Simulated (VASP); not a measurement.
# FeO (Wuestite) (Fm-3m) in VASP: settings compared

Aim: see how the results for FeO (Wuestite) move with the level of theory and the settings. Levels: RPBE, revPBE. Tasks: relaxation of cell and atoms.

Everything below comes from runs of VASP 6.6.1. Logs are shortened: lines on timing, memory, paths and dates and some standing lists are left out, and cuts for length are marked.

## 1. The cell of the first run

It takes space group Fm-3m (No. 225, cubic). Conventional cell: a = 4.311 Å, b = 4.311 Å, c = 4.311 Å, α = 90.00°, β = 90.00°, γ = 90.00°. Fe (site symmetry m-3m) has 6 O at 2.16 Å within 2.9 Å. O (site symmetry m-3m) has 6 Fe at 2.16 Å within 2.9 Å.

## 2. Relaxation of cell and atoms, RPBE, collinear spin, ferromagnetic start

Contents of INCAR:

```
PREC     = Accurate       # precision mode
ENCUT    = 600            # plane-wave cutoff, eV
EDIFF    = 1E-6           # SCF threshold, eV
ISMEAR   = -1             # smearing method
SIGMA    = 0.05           # smearing width, eV
LREAL    = F              # projectors in reciprocal space
LASPH    = T              # aspherical terms in the spheres
NELM     = 150            # most SCF steps
ALGO     = Normal         # electronic algorithm
ISIF     = 3              # what is computed and relaxed
LWAVE    = F              # write WAVECAR
LCHARG   = F              # write CHGCAR
ISPIN    = 2              # spin polarisation
MAGMOM   = 3 0            # initial moments
LORBIT   = 11             # projections on sites
LMAXMIX  = 4              # l up to which the mixer works
GGA      = RP             # functional
IBRION   = 2              # ionic algorithm
NSW      = 80             # ionic steps
EDIFFG   = -0.02          # ionic threshold
```

Contents of KPOINTS:

```
Automatic mesh
0
Gamma
  8 8 8
```

Contents of POSCAR:

```
FeO
1.0
    0.0000000000      2.1554000000      2.1554000000
    2.1554000000      0.0000000000      2.1554000000
    2.1554000000      2.1554000000      0.0000000000
Fe O
1 1
Direct
    0.0000000000      0.0000000000      0.0000000000
    0.5000000000      0.5000000000      0.5000000000
```

Potentials or basis: VASP PAW PBE potentials, release 64 (Fe, O).

Run with:

```
> cat potpaw_PBE.64/Fe/POTCAR potpaw_PBE.64/O/POTCAR > POTCAR
> mpirun -np 1 vasp_std > vasp.out
```

OUTCAR:

```text
PREC = Accurate
   ENCUT = 600
   EDIFF = 1E-6
   ISMEAR = -1
   LREAL = F
   LASPH = T
   NELM = 150
   ISIF = 3
   ISPIN = 2
   LORBIT = 11
   GGA = RP
   IBRION = 2
   NSW = 80
   EDIFFG = -0.02

 ion  position               nearest neighbor table
   1  0.000  0.000  0.000-   2 2.16   2 2.16   2 2.16   2 2.16   2 2.16   2 2.16
   2  0.500  0.500  0.500-   1 2.16   1 2.16   1 2.16   1 2.16   1 2.16   1 2.16

  LATTYP: Found a face centered cubic cell.
 ALAT       =     4.3108000000

  Lattice vectors:

 A1 = (   0.0000000000,   2.1554000000,   2.1554000000)
 A2 = (   2.1554000000,   0.0000000000,   2.1554000000)
 A3 = (   2.1554000000,   2.1554000000,   0.0000000000)

Analysis of symmetry for initial positions (statically):
=====================================================================
 Subroutine PRICEL returns:
 Original cell was already a primitive cell.

 Routine SETGRP: Setting up the symmetry group for a
 face centered cubic supercell.

 Subroutine GETGRP returns: Found 48 space group operations
 (whereof 48 operations were pure point group operations)
 out of a pool of 48 trial point group operations.

The static configuration has the point symmetry O_h .

Analysis of symmetry for dynamics (positions and initial velocities):
=====================================================================
 Subroutine PRICEL returns:
 Original cell was already a primitive cell.

 Routine SETGRP: Setting up the symmetry group for a
 face centered cubic supercell.

 Subroutine GETGRP returns: Found 48 space group operations
 (whereof 48 operations were pure point group operations)
 out of a pool of 48 trial point group operations.

The dynamic configuration has the point symmetry O_h .

Analysis of structural, dynamic, and magnetic symmetry:
=====================================================================
 Subroutine PRICEL returns:
 Original cell was already a primitive cell.

 Routine SETGRP: Setting up the symmetry group for a
 face centered cubic supercell.

 Subroutine GETGRP returns: Found 48 space group operations
 (whereof 48 operations were pure point group operations)
 out of a pool of 48 trial point group operations.

The overall configuration has the point symmetry O_h .

 Subroutine INISYM returns: Found 48 space group operations
 (whereof 48 operations are pure point group operations),
 and found     1 'primitive' translations

----------------------------------------------------------------------------------------

[... 121 lines left out ...]
   LEPSILON=     F    determine dielectric tensor
   LRPA    =     F    only Hartree local field effects (RPA)
 conjugate gradient relaxation of ions
 spin polarized calculation
  energy-cutoff  :      600.00
  volume of cell :       20.03
 maximum number of plane-waves:       692
   NGX = 13   NGY = 13   NGZ = 13

--------------------------------------- Ionic step        1  -------------------------------------------

 number of electron      13.9999999 magnetization       4.0001976

 Free energy of the ion-electron system (eV)
  ---------------------------------------------------
  ext. energy  EPLUGINS =         0.00000000
  ---------------------------------------------------
  free energy    TOTEN  =       -14.12649389 eV

  energy without entropy =      -14.11294122  energy(sigma->0) =      -14.11971756

------------------------ aborting loop because EDIFF is reached ----------------------------------------

  FORCE on cell =-STRESS in cart. coord.  units (eV):
  Direction    XX          YY          ZZ          XY          YZ          ZX
  --------------------------------------------------------------------------------------
  -------------------------------------------------------------------------------------
  Total        0.6512279      0.6512279      0.6512279      0.0000000      0.0000000      0.0000000
  in kB       52.0990668     52.0990668     52.0990668      0.0000000      0.0000000      0.0000000
  external PRESSURE =      52.0990668 kB  Pullay stress =       0.0000000 kB
[... 59 lines left out ...]
--------------------------------------- Ionic step        3  -------------------------------------------

 number of electron      14.0000002 magnetization       4.0030760

 Free energy of the ion-electron system (eV)
  ---------------------------------------------------
  ext. energy  EPLUGINS =         0.00000000
  ---------------------------------------------------
  free energy    TOTEN  =       -14.13597905 eV

  energy without entropy =      -14.12191414  energy(sigma->0) =      -14.12894659

 E-fermi :   6.0831     XC(G=0): -11.8392

 val. band max:        6.0683677557   @ k =  -0.3750   0.2500   0.0000
 cond. band min:       6.0842899759   @ k =  -0.2500   0.3750   0.1250
 fundamental gap:      0.0159222202
 Fermi energy:         6.0830674386

 spin component 1

 k-point     1 :       0.0000    0.0000    0.0000
  band No.  band energies     occupation
      1     -14.5228      1.00000
      2       2.1590      1.00000
      3       2.1590      1.00000
      4       2.1590      1.00000
      5       2.3229      1.00000
      6       2.3229      1.00000
      7       2.3502      1.00000
      8       2.3502      1.00000
      9       2.3502      1.00000
     10       6.0162      0.79213
     11      21.4750      0.00000
     12      22.8802      0.00000
     13      22.8803      0.00000
[... 356 lines left out ...]
      2      -1.7436      1.00000
      3      -0.4720      1.00000
      4      -0.2484      1.00000
      5       2.7362      1.00000
      6       2.9065      1.00000
      7       3.3503      1.00000
      8       4.2843      1.00000
      9       5.0120      1.00000
     10      12.2487      0.00000
     11      13.8601      0.00000
     12      16.1169      0.00000
     13      18.9401      0.00000

 [... further k-points ...]

 spin component 2

 k-point     1 :       0.0000    0.0000    0.0000
  band No.  band energies     occupation
      1     -14.0060      1.00000
      2       2.8961      1.00000
      3       2.8961      1.00000
      4       2.8961      1.00000
      5       5.3856      1.00000
      6       5.3860      1.00000
      7       5.3860      1.00000
      8       6.3286      0.00732
      9       6.3290      0.00725
     10       6.8066      0.00000
     11      21.3169      0.00000
     12      23.6921      0.00000
     13      23.6921      0.00000
[... 397 lines left out ...]
  FREE ENERGIE OF THE ION-ELECTRON SYSTEM (eV)
  ---------------------------------------------------
  free  energy   TOTEN  =       -14.1359790469 eV

  energy  without entropy=      -14.1219141352  energy(sigma->0) =      -14.12894659

 reached required accuracy - stopping structural energy minimisation

 total charge

# of ion       s       p       d       tot
------------------------------------------
    1        0.277   0.336   6.059   6.672
    2        1.558   3.434   0.000   4.992
--------------------------------------------------
tot          1.835   3.770   6.059  11.665

 magnetization (x)

# of ion       s       p       d       tot
------------------------------------------
    1        0.027   0.019   3.587   3.633
    2        0.029   0.265   0.000   0.293
--------------------------------------------------
tot          0.056   0.284   3.587   3.926
```

OSZICAR:

```text
N       E                     dE             d eps       ncg     rms          rms(c)
DAV:   1     0.873865358926E+02    0.87387E+02   -0.78021E+03  1556   0.138E+03
DAV:   2    -0.947335718791E+01   -0.96860E+02   -0.85541E+02  1616   0.272E+02
[... 27 lines left out ...]
DAV:   2    -0.141367489861E+02    0.26110E-01   -0.56815E-02  1748   0.308E+00    0.846E-01
DAV:   3    -0.141363985603E+02    0.35043E-03   -0.53297E-03  1785   0.144E+00    0.460E-01
DAV:   4    -0.141361129086E+02    0.28565E-03   -0.33611E-04  1764   0.326E-01    0.197E-01
DAV:   5    -0.141359701637E+02    0.14274E-03   -0.10221E-04  1558   0.128E-01    0.537E-02
DAV:   6    -0.141359781410E+02   -0.79773E-05   -0.94981E-06  1925   0.439E-02    0.132E-02
DAV:   7    -0.141359790469E+02   -0.90590E-06   -0.72405E-07  1053   0.137E-02
   3 F= -.14135979E+02 E0= -.14128947E+02  d E =-.948516E-02  mag=     4.0031
```

CONTCAR:

```text
FeO
   1.00000000000000
     0.0000000000000000    2.1765966954722646    2.1765966954722646
     2.1765966954722646   -0.0000000000000000    2.1765966954722646
     2.1765966954722646    2.1765966954722646    0.0000000000000000
  Fe              O
     1     1
Direct
     0.0000000000000000    0.0000000000000000    0.0000000000000000
     0.5000000000000000    0.5000000000000000    0.5000000000000000

  0.00000000E+00  0.00000000E+00  0.00000000E+00
  0.00000000E+00  0.00000000E+00  0.00000000E+00
```

Run time: 49 s. Hardware: 1 thread of Intel Xeon 8259CL, shared host; peak memory 0.16 GiB.

Results:

| Property | Result |
| --- | --- |
| Free energy | -14.1360 eV |
| Relaxed volume | 10.31 Å³/atom |
| Relaxed cell | a = 3.078 Å, b = 3.078 Å, c = 3.078 Å, α = 60.00°, β = 60.00°, γ = 60.00° |
| Space group after relaxing (to 0.05 Å) | Fm-3m (No. 225) |
| Energy gained by relaxing | 4.7 meV/atom |
| Ionic steps | 3 |
| Pressure after relaxing | 0.0 GPa |
| Band gap on the k mesh | zero (filled and empty bands overlap) |
| Net moment | 4.00 μB per cell |
| Site moments | Fe +3.63; O +0.29 μB |
| Valence electrons inside the program's atomic spheres | Fe 6.67; O 4.99 |

The path:
| step | energy change (eV) | largest force (eV/Å) | pressure (GPa) | volume (Å³) |
| --- | --- | --- | --- | --- |
| 1 | 0.0000 | 0.0000 | 5.21 | 20.03 |
| 2 | -0.0062 | 0.0000 | -2.81 | 20.99 |
| 3 | -0.0095 | 0.0000 | -0.02 | 20.62 |

Final structure:
```
CELL_PARAMETERS angstrom
0.00000 2.17660 2.17660
2.17660 0.00000 2.17660
2.17660 2.17660 0.00000
ATOMIC_POSITIONS crystal
Fe 0.00000 0.00000 0.00000
O 0.50000 0.50000 0.50000
```

Caveat: the PAW data sets were made with another functional, which shifts forces and pressure a little; a cell with one magnetic atom can't hold antiferromagnetic order, which such compounds often take; semilocal functionals often make such compounds metallic where correlation or magnetic order opens a gap, which also shifts bond lengths.

## 3. Relaxation of cell and atoms, revPBE, collinear spin, ferromagnetic start

Contents of INCAR:

```
ALGO = Normal ; EDIFF = 1E-7
EDIFFG = -0.02 ; ENCUT = 600
GGA = RE ; IBRION = 2
ISIF = 3 ; ISMEAR = -1
ISPIN = 2 ; LASPH = True
LCHARG = False ; LMAXMIX = 4
LORBIT = 11 ; LREAL = False
LWAVE = False ; MAGMOM = 3 0
NELM = 150 ; NSW = 80
PREC = Accurate ; SIGMA = 0.05
```

Contents of KPOINTS:

```
k-points
0
Gamma
  8 8 8
```

POSCAR is that of step 2.

Potentials or basis: VASP PAW PBE potentials, release 64 (Fe, O).

Run with:

```
> cat potpaw_PBE.64/Fe/POTCAR potpaw_PBE.64/O/POTCAR > POTCAR
> mpirun -np 1 vasp_std > vasp.out
```

It took 71 s on 1 thread of Intel Xeon 8259CL, shared host; peak memory 0.16 GiB.

Results (log left out):

- Free energy: -14.2515 eV
- Relaxed volume: 10.22 Å³/atom
- Relaxed cell: a = 3.070 Å, b = 3.070 Å, c = 3.070 Å, α = 60.00°, β = 60.00°, γ = 60.00°
- Space group after relaxing (to 0.05 Å): Fm-3m (No. 225)
- Energy gained by relaxing: 2.4 meV/atom
- Ionic steps: 3
- Pressure after relaxing: 0.0 GPa
- Band gap on the k mesh: zero (filled and empty bands overlap)
- Net moment: 4.00 μB per cell
- Site moments: Fe +3.63; O +0.29 μB
- Valence electrons inside the program's atomic spheres: Fe 6.69; O 4.99

Step by step:
```tsv
step	energy change (eV)	largest force (eV/Å)	pressure (GPa)	volume (Å³)
1	0.0000	0.0000	3.77	20.03
2	-0.0030	0.0000	-2.18	20.72
3	-0.0049	0.0000	0.02	20.45
```

Final structure:
```xyz
2
Lattice="0.0000 2.1705 2.1705 2.1705 0.0000 2.1705 2.1705 2.1705 0.0000" Properties=species:S:1:pos:R:3 pbc="T T T"
Fe    0.0000    0.0000    0.0000
O     2.1705    2.1705    2.1705
```

Levels at points of the mesh, in eV from the Fermi level:
Spin up:
```tsv
k point	band 6	band 7	band 8	band 9	band 10	band 11	band 12	band 13
(0.00, 0.00, 0.00)	-3.76	-3.76	-3.74	-3.74	-0.03	15.41	16.86	16.86
(0.50, 0.00, 0.00)	-3.15	-2.59	-0.46	-0.46	4.04	8.28	12.43	12.43
(0.50, 0.50, 0.00)	-3.38	-2.93	-2.89	-2.89	5.15	8.62	10.65	14.50
```
Spin down:
```
           k point  band 1  band 2  band 3  band 4  band 5  band 6  band 7  band 8  band 9  band 10
(0.00, 0.00, 0.00)  -20.12   -3.21   -3.21   -3.21   -0.71   -0.71   -0.71    0.23    0.23     0.77
(0.50, 0.00, 0.00)  -19.00   -7.84   -5.04   -5.04    0.37    0.37    0.56    2.71    2.71     4.50
(0.50, 0.50, 0.00)  -18.99   -6.76   -4.35   -4.35   -2.03    0.70    0.70    0.75    1.11     6.54
```

Caveat: the PAW data sets were made with another functional, which shifts forces and pressure a little; a cell with one magnetic atom can't hold antiferromagnetic order, which such compounds often take; semilocal functionals often make such compounds metallic where correlation or magnetic order opens a gap, which also shifts bond lengths. revPBE gives volumes clearly too large for solids.
